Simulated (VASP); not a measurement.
# Sn (Fd-3m) in VASP: further runs, part 2 of 2

VASP 6.6.1. The steps go on from the part before.

## 3. Relaxation of cell and atoms, PBEsol

This run uses another cell than the first one, of 33.80 Å³/atom, 0.966 times its volume.

Contents of INCAR:

```
SYSTEM = Sn
PREC     = Accurate       ! precision mode
ENCUT    = 600            ! plane-wave cutoff, eV
EDIFF    = 1E-6           ! SCF threshold, eV
ISMEAR   = -1             ! smearing method
SIGMA    = 0.02           ! smearing width, eV
LREAL    = .False.        ! projectors in reciprocal space
LASPH    = .True.         ! aspherical terms in the spheres
NELM     = 60             ! most SCF steps
ALGO     = Normal         ! electronic algorithm
ISIF     = 3              ! what is computed and relaxed
LWAVE    = .False.        ! write WAVECAR
LCHARG   = .False.        ! write CHGCAR
GGA      = PS             ! functional
IBRION   = 2              ! ionic algorithm
NSW      = 60             ! ionic steps
EDIFFG   = -0.01          ! ionic threshold
```

Contents of KPOINTS:

```
regular mesh
0
Gamma
  6 6 6
  0 0 0
```

Contents of POSCAR:

```
Sn
1.0
    0.0000000000      3.2333430000      3.2333430000
    3.2333430000      0.0000000000      3.2333430000
    3.2333430000      3.2333430000      0.0000000000
Sn
2
Direct
    0.0000000000      0.0000000000      0.0000000000
    0.2500000000      0.2500000000      0.2500000000
```

Potentials or basis: VASP PAW PBE potentials, release 64 (Sn_d).

Run with:

```bash
cat potpaw_PBE.64/Sn_d/POTCAR > POTCAR
mpirun -np 1 vasp_std > vasp.out
```

OUTCAR:

```text
SYSTEM = Sn
   PREC = Accurate
   ENCUT = 600
   EDIFF = 1E-6
   ISMEAR = -1
   LREAL = .False.
   LASPH = .True.
   NELM = 60
   ISIF = 3
   GGA = PS
   IBRION = 2
   NSW = 60
   EDIFFG = -0.01

 ion  position               nearest neighbor table
   1  0.000  0.000  0.000-   2 2.80   2 2.80   2 2.80   2 2.80
   2  0.250  0.250  0.250-   1 2.80   1 2.80   1 2.80   1 2.80

  LATTYP: Found a face centered cubic cell.
 ALAT       =     6.4666860000

  Lattice vectors:

 A1 = (   0.0000000000,   3.2333430000,   3.2333430000)
 A2 = (   3.2333430000,   0.0000000000,   3.2333430000)
 A3 = (   3.2333430000,   3.2333430000,   0.0000000000)

Analysis of symmetry for initial positions (statically):
=====================================================================
 Subroutine PRICEL returns:
 Original cell was already a primitive cell.

 Routine SETGRP: Setting up the symmetry group for a
 face centered cubic supercell.

 Subroutine GETGRP returns: Found 48 space group operations
 (whereof 24 operations were pure point group operations)
 out of a pool of 48 trial point group operations.

The static configuration has the point symmetry T_d .
 The point group associated with its full space group is O_h .

Analysis of symmetry for dynamics (positions and initial velocities):
=====================================================================
 Subroutine PRICEL returns:
 Original cell was already a primitive cell.

 Routine SETGRP: Setting up the symmetry group for a
 face centered cubic supercell.

 Subroutine GETGRP returns: Found 48 space group operations
 (whereof 24 operations were pure point group operations)
 out of a pool of 48 trial point group operations.

The dynamic configuration has the point symmetry T_d .
 The point group associated with its full space group is O_h .

 Subroutine INISYM returns: Found 48 space group operations
 (whereof 24 operations are pure point group operations),
 and found     1 'primitive' translations

----------------------------------------------------------------------------------------

                                     Primitive cell

  volume of cell :      67.6060

  direct lattice vectors                    reciprocal lattice vectors
     0.000000000  3.233343000  3.233343000    -0.154638713  0.154638713  0.154638713
     3.233343000  0.000000000  3.233343000     0.154638713 -0.154638713  0.154638713
     3.233343000  3.233343000  0.000000000     0.154638713  0.154638713 -0.154638713

  length of vectors
     4.572637522  4.572637522  4.572637522     0.267842108  0.267842108  0.267842108

  position of ions in fractional coordinates (direct lattice)
     0.000000000  0.000000000  0.000000000
     0.250000000  0.250000000  0.250000000

  ion indices of the primitive-cell ions
   primitive index   ion index
                 1           1
                 2           2

----------------------------------------------------------------------------------------

 KPOINTS: regular mesh

Automatic generation of k-mesh.
 Grid dimensions read from file:
 generate k-points for:    6    6    6

 Generating k-lattice:

  Cartesian coordinates                     Fractional coordinates (reciprocal lattice)
    -0.025773119  0.025773119  0.025773119     0.166666667  0.000000000  0.000000000
     0.025773119 -0.025773119  0.025773119     0.000000000  0.166666667  0.000000000
     0.025773119  0.025773119 -0.025773119     0.000000000  0.000000000  0.166666667

  Length of vectors
     0.044640351  0.044640351  0.044640351

  Shift w.r.t. Gamma in fractional coordinates (k-lattice)
     0.000000000  0.000000000  0.000000000

 Subroutine IBZKPT returns following result:
 ===========================================

 Found     16 irreducible k-points:

 Following reciprocal coordinates:
            Coordinates               Weight
  0.000000  0.000000  0.000000      1.000000
  0.166667  0.000000  0.000000      8.000000
  0.333333  0.000000  0.000000      8.000000
  0.500000  0.000000  0.000000      4.000000
  0.166667  0.166667  0.000000      6.000000
  0.333333  0.166667  0.000000     24.000000
[... 8 lines left out ...]
 -0.333333  0.333333  0.166667     24.000000
 -0.333333  0.500000  0.166667     12.000000
   k-points           NKPTS =     16   k-points in BZ     NKDIM =     16   number of bands    NBANDS=     18
   number of dos      NEDOS =    301   number of ions     NIONS =      2
   total plane-waves  NPLWV =  64000
   dimension x,y,z NGX =    40 NGY =   40 NGZ =   40
   dimension x,y,z NGXF=    80 NGYF=   80 NGZF=   80
   ions per type =               2
   NGX,Y,Z   is equivalent  to a cutoff of  14.54, 14.54, 14.54 a.u.
   NGXF,Y,Z  is equivalent  to a cutoff of  29.09, 29.09, 29.09 a.u.
 SYSTEM =  Sn
   PREC   = accura    normal or accurate (medium, high low for compatibility)
   ISTART =      0    job   : 0-new  1-cont  2-samecut
   ICHARG =      2    charge: 1-file 2-atom 10-const
   ISPIN  =      1    spin polarized calculation?
   LNONCOLLINEAR =      F non collinear calculations
   LSORBIT =      F    spin-orbit coupling
   LASPH  =      T    aspherical Exc in radial PAW
   ENCUT  =  600.0 eV  44.10 Ry    6.64 a.u.   9.13  9.13  9.13*2*pi/ulx,y,z
   NELM   =     60;   NELMIN=  2; NELMDL= -5     # of ELM steps
   EDIFF  = 0.1E-05   stopping-criterion for ELM
   LREAL  =      F    real-space projection
   EDIFFG = -.1E-01   stopping-criterion for IOM
   NSW    =     60    number of steps for IOM
   IBRION =      2    ionic relax: 0-MD 1-quasi-New 2-CG
   NFREE  =      1    steps in history (QN), initial steepest desc. (CG)
   ISIF   =      3    stress and relaxation
   ISYM   =      2    0-nonsym 1-usesym 2-fastsym
   POTIM  = 0.5000    time-step for ionic-motion
   TEBEG  =    0.0;   TEEND  =   0.0 temperature during run
   PSTRESS=    0.0 pullay stress
   NELECT =      28.0000    total number of electrons
   NUPDOWN=      -1.0000    fix difference up-down
   EMIN   =  10.00;   EMAX   =-10.00  energy-range for DOS
   EFERMI =   0.00;   METHOD = LEGACY
   ISMEAR =    -1;   SIGMA  =   0.02  broadening in eV -4-tet -1-fermi 0-gaus
   EFERMI_NEDOS =   21; number of points for ismear=-14 and -15
   IALGO  =     38    algorithm
   IMIX   =      4    mixing-type and parameters
     AMIX     =   0.40;   BMIX     =  1.00
     AMIX_MAG =   1.60;   BMIX_MAG =  1.00
  volume/ion in A,a.u.               =      33.80       228.11
  Fermi-wavevector in a.u.,A,eV,Ry     =   1.220298  2.306028 20.260790  1.489126
  Thomas-Fermi vector in A             =   2.355520
   LORBIT       =      0    0 simple, 1 ext, 2 COOP (PROOUT), +10 PAW based schemes
   GGA     = PS    functional components
   LHFCALC =     F    Hartree Fock is set to
   AEXX    =    0.0000 exact exchange contribution
   IVDW    =     0    specifies the selected vdW correction
   LEPSILON=     F    determine dielectric tensor
   LRPA    =     F    only Hartree local field effects (RPA)
 conjugate gradient relaxation of ions
 non-spin polarized calculation
  energy-cutoff  :      600.00
  volume of cell :       67.61
 maximum number of plane-waves:      2285
 NGX is ok and might be reduce to    40
   NGX = 19   NGY = 19   NGZ = 19

--------------------------------------- Ionic step        1  -------------------------------------------

 number of electron      28.0000005 magnetization

 Free energy of the ion-electron system (eV)
  ---------------------------------------------------
  ext. energy  EPLUGINS =         0.00000000
  ---------------------------------------------------
  free energy    TOTEN  =        -8.41966876 eV

  energy without entropy =       -8.41914652  energy(sigma->0) =       -8.41940764

------------------------ aborting loop because EDIFF is reached ----------------------------------------

  FORCE on cell =-STRESS in cart. coord.  units (eV):
  Direction    XX          YY          ZZ          XY          YZ          ZX
  --------------------------------------------------------------------------------------
  -------------------------------------------------------------------------------------
  Total        0.6650096      0.6650096      0.6650096      0.0000000      0.0000000     -0.0000000
  in kB       15.7598889     15.7598889     15.7598889      0.0000000      0.0000000     -0.0000000
  external PRESSURE =      15.7598889 kB  Pullay stress =       0.0000000 kB
[... 57 lines left out ...]
  energy  without entropy=       -8.4286744225  energy(sigma->0) =       -8.42893324

--------------------------------------- Ionic step        3  -------------------------------------------

 number of electron      28.0000003 magnetization

 Free energy of the ion-electron system (eV)
  ---------------------------------------------------
  ext. energy  EPLUGINS =         0.00000000
  ---------------------------------------------------
  free energy    TOTEN  =        -8.43086610 eV

  energy without entropy =       -8.43034944  energy(sigma->0) =       -8.43060777

 E-fermi :   5.1403     XC(G=0):  -8.9571

 val. band max:        4.9057170570   @ k =   0.1667   0.0000   0.0000
 cond. band min:       5.1402891576   @ k =   0.5000   0.0000   0.0000
 fundamental gap:      0.2345721006
 Fermi energy:         5.1402595320

 k-point     1 :       0.0000    0.0000    0.0000
  band No.  band energies     occupation
      1     -16.3024      2.00000
      2     -16.3024      2.00000
      3     -16.3024      2.00000
      4     -16.2454      2.00000
      5     -16.2454      2.00000
      6     -15.9525      2.00000
[... 10 lines left out ...]
     17       7.3927      0.00000
     18       7.3927      0.00000
[... 342 lines left out ...]
  FREE ENERGIE OF THE ION-ELECTRON SYSTEM (eV)
  ---------------------------------------------------
  free  energy   TOTEN  =        -8.4308660958 eV

  energy  without entropy=       -8.4303494424  energy(sigma->0) =       -8.43060777

 reached required accuracy - stopping structural energy minimisation
```

Run time: 1.9 min. Hardware: 1 thread of AMD EPYC 7R13, shared host; peak memory 0.22 GiB.

What came out:

| Item | Value |
| --- | --- |
| Free energy | -8.4309 eV |
| Relaxed volume | 34.98 Å³/atom |
| Relaxed cell | a = 4.625 Å, b = 4.625 Å, c = 4.625 Å, α = 60.00°, β = 60.00°, γ = 60.00° |
| Space group after relaxing (to 0.05 Å) | Fd-3m (No. 227) |
| Energy gained by relaxing | 5.6 meV/atom |
| Ionic steps | 3 |
| Pressure after relaxing | 0.0 GPa |
| Band gap on the k mesh | zero (band 14 reaches 5.34 eV, above the bottom of band 15 at 5.14 eV) |

Step by step:
```tsv
step	energy change (eV)	largest force (eV/Å)	pressure (GPa)	volume (Å³)
1	0.0000	0.0000	1.58	67.61
2	-0.0095	0.0000	-0.52	70.91
3	-0.0112	0.0000	-0.01	69.96
```

Final structure:
```
Sn
1.0
     0.00000    3.27049    3.27049
     3.27049    0.00000    3.27049
     3.27049    3.27049    0.00000
Sn
2
Direct
  0.00000 0.00000 0.00000
  0.25000 0.25000 0.25000
```

Caveat: the PAW data sets were made with another functional, which shifts forces and pressure a little; spin-orbit coupling is left out, which moves the levels of the heavy elements. Zero-point motion and thermal expansion aren't in these numbers.
